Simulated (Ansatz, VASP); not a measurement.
**Two plane-wave programs on Nb2B**

The input POSCAR:

```
Nb2B
1.0
    4.4076000000      0.0000000000      0.0000000000
   -2.2038000000      3.8171000000      0.0000000000
    0.0000000000      0.0000000000      2.6685500000
Nb B
2 1
Direct
    0.3333300000      0.6666700000      0.5000000000
    0.6666700000      0.3333300000      0.5000000000
    0.0000000000      0.0000000000      0.0000000000
```

The input INCAR.step1:

```
  PREC = Accurate
  ENCUT = 520
  ISMEAR = -1
  SIGMA = 0.05
  LREAL = F
  LASPH = T
  NELM = 150
  LMAXMIX = 4
  LDAU = T
  LDAUTYPE = 2
  LDAUL = 2 -1
  LDAUU = 3 0
  LDAUJ = 0 0
  NBANDS = 22
  GGA = PE
  ALGO = Normal
  EDIFF = 1E-4
  LWAVE = T
  LCHARG = F
```

Contents of INCAR.step2:

```
  PREC = Accurate
  ENCUT = 520
  EDIFF = 1E-6
  ISMEAR = -1
  SIGMA = 0.05
  LREAL = F
  LASPH = T
  NELM = 150
  ALGO = Normal
  ISIF = 2
  LWAVE = F
  LCHARG = T
  LMAXMIX = 4
  LDAU = T
  LDAUTYPE = 2
  LDAUL = 2 -1
  LDAUU = 3 0
  LDAUJ = 0 0
  LDAUPRINT = 1
  METAGGA = R2SCAN
  LMIXTAU = T
  LELF = T
  LVHAR = T
  NBANDS = 22
  ISTART = 1
```

Contents of KPOINTS:

```
Automatic mesh
0
Gamma
  7 7 10
```

The input input.yaml:

```yaml
crystal:
  lattice:
    - [4.4076, 0.0, 0.0]
    - [-2.2038, 3.8171, 0.0]
    - [0.0, 0.0, 2.66855]
  atoms:
    - { symbol: Nb, position: [0.33333, 0.66667, 0.5] }
    - { symbol: Nb, position: [0.66667, 0.33333, 0.5] }
    - { symbol: B, position: [0.0, 0.0, 0.0] }
hamiltonian:
  xc: r2scan
  pseudopotentials: { kind: paw }
  hubbard: { sites: [{ species: Nb, l: d, u_eff: 3.0 }] }
kpoints:
  mp_grid: { grid: [7, 7, 10] }
scf:
  occupations: { method: fermi_dirac, width: 0.05 }
  n_extra_bands: 7
output:
  forces: true
  stress: true
  eigenvalues: true
  dos: { projected: false, de: 0.05, nscf_kmesh: { grid: [11, 11, 15] } }
  write_density: true
  write_potential: true
  elf: true
  volumetric_format: npy
```

Alike in both runs: functional r2SCAN; k mesh 7 × 7 × 10; occupations fermi-dirac, width 0.05 eV; no spin polarisation; Hubbard terms Nb d U = 3.0 eV.

|  | VASP | Ansatz |
| --- | --- | --- |
| version | VASP 6.6.1 | Ansatz 0.2.0 |
| potentials or method | VASP PAW PBE potentials, release 64 (Nb_sv, B) | Ansatz PAW |
| plane-wave cutoff (eV) | 520 | 500 |
| valence electrons in the cell | 29 | 29 |
| task | single point | density of states |

VASP gave:

| Quantity | Value |
| --- | --- |
| gap on the k mesh at the Fermi level (eV) | none |
| pressure (GPa) | 5.9 |
| traceless stress, the component that is largest in VASP (GPa) | -0.49 |

Question: Which values does Ansatz return?

Answer: gap on the k mesh at the Fermi level (eV): none; pressure (GPa): 2.1; traceless stress, the component that is largest in VASP (GPa): 2.13.

VASP's potentials were made for PBE, not for r2SCAN. The programs project onto different local orbitals, so the same U acts differently, and such runs can settle in different states. A gap of «none» marks a metal or a gap that the smearing closes.
